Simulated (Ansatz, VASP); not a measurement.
## FePt in VASP and in Ansatz

Contents of INCAR:

```
PREC = Accurate ; ENCUT = 520
EDIFF = 1E-6 ; ISMEAR = 1
SIGMA = 0.1 ; LREAL = False
LASPH = True ; NELM = 150
ALGO = Normal ; ISIF = 2
LWAVE = False ; LCHARG = False
ISPIN = 2 ; MAGMOM = 2.4 0
LORBIT = 11 ; LMAXMIX = 4
GGA = PE ; NBANDS = 20
```

The input KPOINTS:

```
regular mesh
0
Gamma
  10 10 7
```

The input POSCAR:

```
FePt
1.0
    2.7325482392      0.0000000000      0.0000000000
    0.0000000000      2.7325482392      0.0000000000
    0.0000000000      0.0000000000      3.7323588948
Fe Pt
1 1
Direct
    0.0000000000      0.0000000000      0.0000000000
    0.5000000000      0.5000000000      0.5000000000
```

Input for Ansatz:

```yaml
crystal:
  lattice:
    - [2.73254823922688, 0.0, 0.0]
    - [0.0, 2.73254823922688, 0.0]
    - [0.0, 0.0, 3.732358894776572]
  atoms:
    - { symbol: Fe, position: [0.0, 0.0, 0.0], spin: 2.4 }
    - { symbol: Pt, position: [0.5, 0.5, 0.5] }
basis:
  ecutwfc: 500.0
kpoints:
  mp_grid:
    grid: [10, 10, 7]
hamiltonian:
  xc: pbe
  pseudopotentials:
    kind: paw
magnetization:
  spin_polarized: true
scf:
  occupations:
    method: cold
output:
  stress: true
```

Alike in both runs: task single point; functional PBE; k mesh 10 × 10 × 7; collinear spin.

|  | VASP | Ansatz |
| --- | --- | --- |
| version | VASP 6.6.1 | Ansatz 0.2.0 |
| potentials or method | VASP PAW PBE potentials, release 64 (Fe, Pt), cutoff 520 eV | plane waves, PAW |
| occupations | methfessel-paxton of order 1, width 0.1 eV | cold |
| valence electrons in the cell | 18 | 34 |

Ansatz gave:

```
pressure (GPa)                                                : 1.2
traceless stress, the component that is largest in VASP (GPa) : 0.29
net moment per atom (μB)                                      : 1.65
size of the moment on the site where the two differ most (μB) : 0.39
```

Task: Which values does VASP return?

Result: Pressure (GPa): 0.9; traceless stress, the component that is largest in VASP (GPa): 0.24; net moment per atom (μB): 1.65; size of the moment on the site where the two differ most (μB): 0.34.

Site moments also hang on the region over which each program counts them. VASP's potentials hold 18 valence electrons a cell and Ansatz's 34, so a difference there can come from the potentials and not from the codes. Ansatz's warnings: stability check not made.

Spin-orbit coupling is off throughout.
